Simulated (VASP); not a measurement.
A run of VASP 6.6.1 is set up as follows.

The input INCAR:

```
PREC = Accurate ; ENCUT = 520
EDIFF = 1E-6 ; ISMEAR = 0
SIGMA = 0.15 ; LREAL = F
LASPH = T ; NELM = 80
ALGO = Normal ; ISIF = 2
LWAVE = F ; LCHARG = F
GGA = PS ; NBANDS = 9
```

Contents of KPOINTS:

```
regular mesh
0
Gamma
  20 20 20
```

Contents of POSCAR:

```
Se
1.0
   -1.7034486149      1.7034486149      1.7034486149
    1.7034486149     -1.7034486149      1.7034486149
    1.7034486149      1.7034486149     -1.7034486149
Se
1
Direct
    0.0000000000      0.0000000000      0.0000000000
```

Potentials or basis: VASP PAW PBE potentials, release 64 (Se).

The run is started by

```console
$ cat potpaw_PBE.64/Se/POTCAR > POTCAR
$ mpirun -np 1 vasp_std > vasp.out
```

Question: What does it give for the band gap on the k mesh?

Answer: Zero (bands 3 and 4 overlap by 7.03 eV).

Question: Estimate the pressure.

Answer: -2.0 GPa.

Caveat: the PAW data sets were made with another functional, which shifts forces and pressure a little.
